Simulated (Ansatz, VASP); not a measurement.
**Two plane-wave programs on Nb**

```
CELL_PARAMETERS angstrom
1.40596 0.81173 7.82633
-1.40596 0.81173 7.82633
0.00000 -1.62346 7.82633
ATOMIC_POSITIONS crystal
Nb 0.00000 0.00000 0.00000
Nb 0.22233 0.22233 0.22233
Nb 0.77767 0.77767 0.77767
```

Alike in both runs: task relaxation of cell and atoms; functional PBEsol; k mesh 9 × 9 × 9; occupations gaussian, width 0.1 eV; no spin polarisation.

|  | VASP | Ansatz |
| --- | --- | --- |
| version | VASP 6.6.1 | Ansatz 0.2.0 |
| potentials or method | VASP PAW PBE potentials, release 64 (Nb_sv), cutoff 600 eV | scalar-relativistic, plane waves, PAW |
| valence electrons in the cell | 39 | 39 |

|  | VASP | Ansatz | Ansatz less VASP |
| --- | --- | --- | --- |
| gap on the k mesh at the Fermi level, each at its own relaxed structure (eV) | none | none | - |
| relaxed volume (Å³/atom) | 18.01 | 18.05 | +0.037 |
| relaxed cell length with the largest relative difference (Å) | 8.018 | 8.039 | +0.0211 |

VASP's potentials were made for PBE, not for PBEsol. A gap of «none» marks a metal or a gap that the smearing closes.
